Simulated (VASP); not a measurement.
Input of a VASP 6.6.1 run:

Contents of INCAR:

```
ALGO = Normal
EDIFF = 1E-6
ENCUT = 600
GGA = CA
GGA_COMPAT = F
ISIF = 2
ISMEAR = 0
ISPIN = 2
LASPH = T
LCHARG = F
LMAXMIX = 4
LORBIT = 11
LREAL = F
LWAVE = F
MAGMOM = 2.28 0.09
NBANDS = 20
NELM = 200
NUPDOWN = 2.1
PREC = Accurate
SIGMA = 0.1
```

File KPOINTS:

```
k-points
0
Gamma
  7 7 5
```

Contents of POSCAR:

```
FePt
1.0
    2.7235000000      0.0000000000      0.0000000000
    0.0000000000      2.7235000000      0.0000000000
    0.0000000000      0.0000000000      3.7200000000
Fe Pt
1 1
Direct
    0.0000000000      0.0000000000      0.0000000000
    0.5000000000      0.5000000000      0.5000000000
```

Potentials or basis: VASP PAW LDA potentials, release 64 (Fe, Pt).

Launch:

```sh
$ cat potpaw_LDA.64/Fe/POTCAR potpaw_LDA.64/Pt/POTCAR > POTCAR
$ mpirun -np 1 vasp_std > vasp.out
```

(1) Estimate the pressure.

Results:

(1) -20.1 GPa.

Caveat: the cell stands under tension; the total moment is fixed, so each spin has its own Fermi level.
